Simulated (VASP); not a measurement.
# PtS2 (rvv) (P-3m1) in VASP: further runs

The runs below take PtS2 (rvv) through single point, with r2SCAN+rVV10.

Program: VASP 6.6.1. These are calculated values, not measurements. Logs are shortened: lines on timing, memory, paths and dates and some standing lists are left out, and cuts for length are marked.

## 1. The cell of the first run

Symmetry: P-3m1, No. 164, trigonal system. Conventional cell: a = 3.543 Å, b = 3.543 Å, c = 5.039 Å, α = 90.00°, β = 90.00°, γ = 120.00°. Within 3.1 Å of Pt (site symmetry -3m) lie 6 S at 2.34 Å. Within 3.1 Å of S (site symmetry 3m) lie 3 Pt at 2.34 Å and 3 S at 3.07 Å.

## 2. Single point, r2SCAN+rVV10

POSCAR

```
PtS2
1.0
    3.5432000000      0.0000000000      0.0000000000
   -1.7716000000      3.0685012107      0.0000000000
    0.0000000000      0.0000000000      5.0388000000
Pt S
1 2
Direct
    0.0000000000      0.0000000000      0.0000000000
    0.3333333333      0.6666666667      0.2270000000
    0.6666666667      0.3333333333      0.7730000000
```

INCAR.step1

```
PREC = Accurate
ENCUT = 520
ISMEAR = 0
SIGMA = 0.1
LREAL = False
LASPH = True
NELM = 80
NBANDS = 18
GGA = PE
ALGO = Normal
EDIFF = 1E-4
LWAVE = True
LCHARG = False
```

INCAR.step2

```
PREC = Accurate
ENCUT = 520
EDIFF = 1E-7
ISMEAR = 0
SIGMA = 0.1
LREAL = False
LASPH = True
NELM = 80
ALGO = Normal
ISIF = 2
LWAVE = False
LCHARG = False
METAGGA = R2SCAN
LMIXTAU = True
LUSE_VDW = True
IVDW_NL = 2
BPARAM = 11.95
CPARAM = 0.0093
NBANDS = 18
ISTART = 1
```

KPOINTS

```
Automatic mesh
0
Gamma
  6 6 4
```

Potentials or basis: VASP PAW PBE potentials, release 64 (Pt, S).

Run with:

```console
$ cat potpaw_PBE.64/Pt/POTCAR potpaw_PBE.64/S/POTCAR > POTCAR
$ cp INCAR.step1 INCAR
$ mpirun -np 1 vasp_std > vasp.out
$ cp INCAR.step2 INCAR
$ mpirun -np 1 vasp_std > vasp.out
```

OUTCAR:

```text
PREC = Accurate
   ENCUT = 520
   EDIFF = 1E-7
   ISMEAR = 0
   LREAL = False
   LASPH = True
   NELM = 80
   ISIF = 2
   METAGGA = R2SCAN
   IVDW_NL = 2
   BPARAM = 11.95
   ISTART = 1

 ion  position               nearest neighbor table
   1  0.000  0.000  0.000-   2 2.34   3 2.34   3 2.34   2 2.34   3 2.34   2 2.34
   2  0.333  0.667  0.227-   1 2.34   1 2.34   1 2.34
   3  0.667  0.333  0.773-   1 2.34   1 2.34   1 2.34

  LATTYP: Found a hexagonal cell.
 ALAT       =     3.5432000000
 C/A-ratio  =     1.4221043125

  Lattice vectors:

 A1 = (   3.5432000000,   0.0000000000,   0.0000000000)
 A2 = (  -1.7716000000,   3.0685012107,   0.0000000000)
 A3 = (   0.0000000000,   0.0000000000,   5.0388000000)

Analysis of symmetry for initial positions (statically):
=====================================================================
 Subroutine PRICEL returns:
 Original cell was already a primitive cell.

 Routine SETGRP: Setting up the symmetry group for a
 hexagonal supercell.

 Subroutine GETGRP returns: Found 12 space group operations
 (whereof 12 operations were pure point group operations)
 out of a pool of 24 trial point group operations.

The static configuration has the point symmetry D_3d.

Analysis of symmetry for dynamics (positions and initial velocities):
=====================================================================
 Subroutine PRICEL returns:
 Original cell was already a primitive cell.

 Routine SETGRP: Setting up the symmetry group for a
 hexagonal supercell.

 Subroutine GETGRP returns: Found 12 space group operations
 (whereof 12 operations were pure point group operations)
 out of a pool of 24 trial point group operations.

The dynamic configuration has the point symmetry D_3d.

 Subroutine INISYM returns: Found 12 space group operations
 (whereof 12 operations are pure point group operations),
 and found     1 'primitive' translations

----------------------------------------------------------------------------------------

                                     Primitive cell

  volume of cell :      54.7834

  direct lattice vectors                    reciprocal lattice vectors
     3.543200000  0.000000000  0.000000000     0.282230752  0.162946001  0.000000000
    -1.771600000  3.068501211  0.000000000     0.000000000  0.325892001  0.000000000
     0.000000000  0.000000000  5.038800000     0.000000000  0.000000000  0.198459951

  length of vectors
[... 84 lines left out ...]
   LREAL  =      F    real-space projection
   EDIFFG = 0.1E-05   stopping-criterion for IOM
   NSW    =      0    number of steps for IOM
   IBRION =     -1    ionic relax: 0-MD 1-quasi-New 2-CG
   NFREE  =      0    steps in history (QN), initial steepest desc. (CG)
   ISIF   =      2    stress and relaxation
   ISYM   =      2    0-nonsym 1-usesym 2-fastsym
   POTIM  = 0.5000    time-step for ionic-motion
   TEBEG  =    0.0;   TEEND  =   0.0 temperature during run
   PSTRESS=    0.0 pullay stress
   NELECT =      22.0000    total number of electrons
   NUPDOWN=      -1.0000    fix difference up-down
   EMIN   =  10.00;   EMAX   =-10.00  energy-range for DOS
   EFERMI =   0.00;   METHOD = LEGACY
   ISMEAR =     0;   SIGMA  =   0.10  broadening in eV -4-tet -1-fermi 0-gaus
   EFERMI_NEDOS =   21; number of points for ismear=-14 and -15
   IALGO  =     38    algorithm
   IMIX   =      4    mixing-type and parameters
     AMIX     =   0.40;   BMIX     =  1.00
     AMIX_MAG =   1.60;   BMIX_MAG =  1.00
  volume/ion in A,a.u.               =      18.26       123.23
  Fermi-wavevector in a.u.,A,eV,Ry     =   1.207812  2.282434 19.848315  1.458810
  Thomas-Fermi vector in A             =   2.343439
   LORBIT       =      0    0 simple, 1 ext, 2 COOP (PROOUT), +10 PAW based schemes
   METAGGA = R2SCAN    functional components
   LHFCALC =     F    Hartree Fock is set to
   AEXX    =    0.0000 exact exchange contribution
   IVDW_NL    =     2    kernel type
   BPARAM     =11.9500
   IVDW    =     0    specifies the selected vdW correction
   LEPSILON=     F    determine dielectric tensor
   LRPA    =     F    only Hartree local field effects (RPA)
 non-spin polarized calculation
 Gauss-broadening in eV      SIGMA  =   0.10
  energy-cutoff  :      520.00
  volume of cell :       54.78
 maximum number of plane-waves:      1507
 NGX is ok and might be reduce to    28
   NGX = 13   NGY = 13   NGZ = 19

 number of electron      22.0000001 magnetization

 Free energy of the ion-electron system (eV)
  ---------------------------------------------------
  ext. energy  EPLUGINS =         0.00000000
  ---------------------------------------------------
  free energy    TOTEN  =       -68.30516691 eV

  energy without entropy =      -68.30516691  energy(sigma->0) =      -68.30516691

 E-fermi :   6.9747     XC(G=0): -11.3394

 val. band max:        6.4923038907   @ k =   0.0000   0.1667   0.2500
 cond. band min:       7.6077676255   @ k =   0.0000   0.3333   0.2500
 fundamental gap:      1.1154637348
 Fermi energy:         6.9747396279

 k-point     1 :       0.0000    0.0000    0.0000
  band No.  band energies     occupation
      1      -9.7174      2.00000
      2      -6.3429      2.00000
      3      -0.8017      2.00000
      4      -0.8017      2.00000
      5      -0.6852      2.00000
      6       2.3436      2.00000
[... 481 lines left out ...]
      5      -0.2547      2.00000
      6       1.9658      2.00000
[... 10 lines left out ...]
     17      15.2227      0.00000
     18      17.7520      0.00000

------------------------ aborting loop because EDIFF is reached ----------------------------------------

  FORCE on cell =-STRESS in cart. coord.  units (eV):
  Direction    XX          YY          ZZ          XY          YZ          ZX
  --------------------------------------------------------------------------------------
  -------------------------------------------------------------------------------------
  Total        2.8151697      2.8151697      2.8206307     -0.0000000      0.0000000      0.0000000
  in kB       82.3315092     82.3315092     82.4912204     -0.0000000      0.0000000      0.0000000
  external PRESSURE =      82.3847463 kB  Pullay stress =       0.0000000 kB

 VOLUME and BASIS-vectors are now :
 -----------------------------------------------------------------------------
  energy-cutoff  :      520.00
  volume of cell :       54.78
      direct lattice vectors                 reciprocal lattice vectors
     3.543200000  0.000000000  0.000000000     0.282230752  0.162946001  0.000000000
    -1.771600000  3.068501211  0.000000000     0.000000000  0.325892001  0.000000000
     0.000000000  0.000000000  5.038800000     0.000000000  0.000000000  0.198459951

 POSITION                                       TOTAL-FORCE (eV/Angst)
 -----------------------------------------------------------------------------------
      0.00000      0.00000      0.00000        -0.000000      0.000000      0.000000
     -0.00000      2.04567      1.14381         0.000000     -0.000000      1.276331
      1.77160      1.02283      3.89499        -0.000000      0.000000     -1.276331
 -----------------------------------------------------------------------------------
    total drift:                                0.000000     -0.000000      0.000000

  FREE ENERGIE OF THE ION-ELECTRON SYSTEM (eV)
  ---------------------------------------------------
  free  energy   TOTEN  =       -68.3051669149 eV

  energy  without entropy=      -68.3051669149  energy(sigma->0) =      -68.30516691
```

OUTCAR.step1:

```text
PREC = Accurate
   ENCUT = 520
   ISMEAR = 0
   LREAL = False
   LASPH = True
[... 727 lines left out ...]
      0.00000      0.00000      0.00000         0.000000      0.000000      0.000000
     -0.00000      2.04567      1.14381         0.000000     -0.000000      1.215316
      1.77160      1.02283      3.89499        -0.000000      0.000000     -1.215316
 -----------------------------------------------------------------------------------
    total drift:                                0.000000     -0.000000      0.000000

  FREE ENERGIE OF THE ION-ELECTRON SYSTEM (eV)
  ---------------------------------------------------
  free  energy   TOTEN  =       -15.2688892599 eV

  energy  without entropy=      -15.2688892599  energy(sigma->0) =      -15.26888926
```

OSZICAR.step1:

```text
N       E                     dE             d eps       ncg     rms          rms(c)
DAV:   1     0.111773247623E+03    0.11177E+03   -0.10450E+04   872   0.110E+03
DAV:   2    -0.111878282820E+02   -0.12296E+03   -0.11848E+03  1066   0.218E+02
DAV:   3    -0.166084578308E+02   -0.54206E+01   -0.53843E+01  1076   0.472E+01
DAV:   4    -0.166668022287E+02   -0.58344E-01   -0.58310E-01  1164   0.538E+00
DAV:   5    -0.166677450121E+02   -0.94278E-03   -0.94275E-03  1072   0.659E-01    0.201E+01
DAV:   6    -0.154917739647E+02    0.11760E+01   -0.63516E+00   886   0.240E+01    0.127E+01
DAV:   7    -0.152932581870E+02    0.19852E+00   -0.11541E+00   894   0.105E+01    0.634E+00
DAV:   8    -0.152713516174E+02    0.21907E-01   -0.52993E-02   978   0.177E+00    0.112E+00
DAV:   9    -0.152686039072E+02    0.27477E-02   -0.91047E-03  1022   0.934E-01    0.181E-01
DAV:  10    -0.152688337073E+02   -0.22980E-03   -0.10382E-03  1112   0.215E-01    0.106E-01
DAV:  11    -0.152688892599E+02   -0.55553E-04   -0.61127E-05   766   0.649E-02
   1 F= -.15268889E+02 E0= -.15268889E+02  d E =-.201816E-12
```

Run time: 2 min. Hardware: 1 thread of Intel Xeon Platinum 8488C (Sapphire Rapids), shared host; peak memory 0.31 GiB.

Results:

```yaml
Free_energy: -68.3052 eV
Pressure: 8.2 GPa
Largest_force: 1.276 eV/Å
Band_gap_on_the_k_mesh: 1.12 eV, indirect (least direct gap 1.65 eV)
```

Forces on the atoms (eV/Å):
```
Pt   0.000  0.000  0.000
S    0.000  0.000  1.276
S    0.000  0.000 -1.276
```

Levels at points of the mesh, in eV from the valence-band top:
| k point | band 8 | band 9 | band 10 | band 11 | band 12 | band 13 | band 14 | band 15 |
| --- | --- | --- | --- | --- | --- | --- | --- | --- |
| (0.00, 0.00, 0.00) | -1.86 | -1.17 | -1.17 | -0.08 | 2.65 | 2.65 | 5.20 | 6.34 |
| (0.50, 0.00, 0.00) | -3.50 | -3.39 | -3.09 | -2.39 | 1.96 | 3.06 | 5.88 | 7.04 |
| (0.00, 0.00, 0.50) | -2.53 | -1.36 | -1.36 | -0.90 | 3.15 | 3.15 | 5.92 | 7.92 |
| (0.50, 0.00, 0.50) | -3.42 | -3.20 | -2.81 | -1.40 | 2.27 | 2.58 | 5.78 | 5.95 |

Caveat: the PAW data sets were made with another functional, which shifts forces and pressure a little; spin-orbit coupling is left out, which moves the levels of the heavy elements. r2SCAN opens gaps a little over a GGA but as a rule still falls short of measured ones.

## 3. Single point, r2SCAN+rVV10

This run uses another cell than the first one, of 18.56 Å³/atom, 1.016 times its volume.

POSCAR

```
PtS2
1.0
    3.5575462579      0.0000000000      0.0000000000
   -1.7787731290      3.0809254345      0.0000000000
    0.0000000000      0.0000000000      5.0801888344
Pt S
1 2
Direct
    0.0000000000      0.0000000000      0.0000000000
    0.3333333333      0.6666666667      0.2406527650
    0.6666666667      0.3333333333      0.7593472350
```

INCAR.step1

```
SYSTEM = PtS2
PREC = Accurate
ENCUT = 520
ISMEAR = 0
SIGMA = 0.1
LREAL = .False.
LASPH = .True.
NELM = 100
NBANDS = 18
GGA = PE
ALGO = Normal
EDIFF = 1E-4
LWAVE = .True.
LCHARG = .False.
```

INCAR.step2

```
SYSTEM = PtS2
PREC = Accurate
ENCUT = 520
EDIFF = 1E-6
ISMEAR = 0
SIGMA = 0.1
LREAL = .False.
LASPH = .True.
NELM = 100
ALGO = Normal
ISIF = 2
LWAVE = .False.
LCHARG = .False.
METAGGA = R2SCAN
LMIXTAU = .True.
LUSE_VDW = .True.
IVDW_NL = 2
BPARAM = 11.95
CPARAM = 0.0093
NBANDS = 18
ISTART = 1
```

KPOINTS

```
Automatic mesh
0
Gamma
  6 6 4
  0 0 0
```

Potentials or basis: VASP PAW PBE potentials, release 64 (Pt, S).

Run with:

```console
$ cat potpaw_PBE.64/Pt/POTCAR potpaw_PBE.64/S/POTCAR > POTCAR
$ cp INCAR.step1 INCAR
$ mpirun -np 1 vasp_std > vasp.out
$ cp INCAR.step2 INCAR
$ mpirun -np 1 vasp_std > vasp.out
```

Wall time 1.8 min (1 thread of Intel Xeon Platinum 8488C (Sapphire Rapids), shared host); peak memory 0.31 GiB.

The run converged. Its results:

```yaml
Free_energy: -68.4152 eV
Pressure: 0.1 GPa
Largest_force: 0.008 eV/Å
Band_gap_on_the_k_mesh: 0.89 eV, indirect (least direct gap 1.56 eV)
```

Forces on the atoms (eV/Å):
```
Pt   0.000  0.000  0.000
S    0.000  0.000  0.008
S    0.000  0.000 -0.008
```

Stress tensor (GPa, compression positive):
```
0.08 0.00 0.00
0.00 0.08 0.00
0.00 0.00 0.27
```

Levels at points of the mesh, in eV from the valence-band top:
| k point | band 8 | band 9 | band 10 | band 11 | band 12 | band 13 | band 14 | band 15 |
| --- | --- | --- | --- | --- | --- | --- | --- | --- |
| (0.00, 0.00, 0.00) | -2.13 | -1.13 | -1.13 | 0.00 | 2.20 | 2.20 | 5.07 | 5.93 |
| (0.50, 0.00, 0.00) | -3.30 | -3.28 | -3.15 | -2.53 | 1.63 | 2.72 | 5.75 | 6.91 |
| (0.00, 0.00, 0.50) | -2.72 | -1.39 | -1.39 | -1.15 | 2.78 | 2.78 | 5.97 | 7.56 |
| (0.50, 0.00, 0.50) | -3.28 | -2.87 | -2.86 | -1.47 | 1.82 | 2.35 | 5.44 | 5.79 |

Caveat: the PAW data sets were made with another functional, which shifts forces and pressure a little; spin-orbit coupling is left out, which moves the levels of the heavy elements.

## 4. Single point, r2SCAN+rVV10

This run uses another cell than the first one, of 18.67 Å³/atom, 1.023 times its volume.

POSCAR

```
PtS2
1.0
    3.5524210563      0.0000000000      0.0000000000
   -1.7762105282      3.0764868797      0.0000000000
    0.0000000000      0.0000000000      5.1261713895
Pt S
1 2
Direct
    0.0000000000      0.0000000000      0.0000000000
    0.3333333333      0.6666666667      0.2391342148
    0.6666666667      0.3333333333      0.7608657852
```

INCAR.step1

```
ALGO = Normal
EDIFF = 1E-4
ENCUT = 520
GGA = PE
ISMEAR = 0
LASPH = T
LCHARG = F
LREAL = F
LWAVE = T
NBANDS = 18
NELM = 100
PREC = Accurate
SIGMA = 0.02
```

INCAR.step2

```
ALGO = Normal
BPARAM = 11.95
CPARAM = 0.0093
EDIFF = 1E-7
ENCUT = 520
ISIF = 2
ISMEAR = 0
ISTART = 1
IVDW_NL = 2
LASPH = T
LCHARG = T
LELF = T
LMIXTAU = T
LREAL = F
LUSE_VDW = T
LVHAR = T
LWAVE = F
METAGGA = R2SCAN
NBANDS = 18
NELM = 100
PREC = Accurate
SIGMA = 0.02
```

KPOINTS

```
k-points
0
Gamma
  9 9 6
```

Run with:

```console
$ cat potpaw_PBE.64/Pt/POTCAR potpaw_PBE.64/S/POTCAR > POTCAR
$ cp INCAR.step1 INCAR
$ mpirun -np 1 vasp_std > vasp.out
$ cp INCAR.step2 INCAR
$ mpirun -np 1 vasp_std > vasp.out
```

Wall time 3.9 min (1 thread of Intel Xeon Platinum 8488C (Sapphire Rapids), shared host); peak memory 0.34 GiB.

Results (log left out):

```
Free energy            : -68.4175 eV
Pressure               : 0.2 GPa
Largest force          : 0.013 eV/Å
Band gap on the k mesh : 0.97 eV, indirect (least direct gap 1.21 eV)
```

Forces on the atoms (eV/Å):
```
Pt   0.000  0.000  0.000
S    0.000  0.000  0.013
S    0.000  0.000 -0.013
```

Stress tensor (GPa, compression positive):
```
0.24 0.00 0.00
0.00 0.24 0.00
0.00 0.00 0.10
```

Levels at points of the mesh, in eV from the valence-band top:
```
           k point  band 9  band 10  band 11  band 12  band 13  band 14
(0.00, 0.00, 0.00)   -1.07    -1.07     0.00     2.29     2.29     5.18
(0.00, 0.00, 0.50)   -1.31    -1.31    -1.11     2.82     2.82     6.01
```

Caveat: the PAW data sets were made with another functional, which shifts forces and pressure a little; spin-orbit coupling is left out, which moves the levels of the heavy elements. A k mesh can miss the band edges.

## 5. The runs side by side

| cell | k mesh | smearing | gap on the mesh (eV) | pressure (GPa) | largest force (eV/Å) |
| --- | --- | --- | --- | --- | --- |
| a = 3.543, b = 3.543, c = 5.039 Å, angles 90.0, 90.0, 120.0°, 3 atoms | 6 × 6 × 4 | gaussian 0.1 eV | 1.12 | 8.2 | 1.28 |
| a = 3.558, b = 3.558, c = 5.080 Å, angles 90.0, 90.0, 120.0°, 3 atoms | 6 × 6 × 4 | gaussian 0.1 eV | 0.89 | 0.1 | 0.01 |
| a = 3.552, b = 3.552, c = 5.126 Å, angles 90.0, 90.0, 120.0°, 3 atoms | 9 × 9 × 6 | gaussian 0.02 eV | 0.97 | 0.2 | 0.01 |

Alike in all rows: task single point; level r2SCAN+rVV10; potentials or basis VASP PAW PBE potentials, release 64 (Pt, S); no spin polarisation; cutoff (eV) 520.

Caveats: the PAW data sets were made with another functional, which shifts forces and pressure a little; spin-orbit coupling is left out, which moves the levels of the heavy elements.

Total energies depend on the potentials used, so only differences within one code and one set of settings carry meaning.
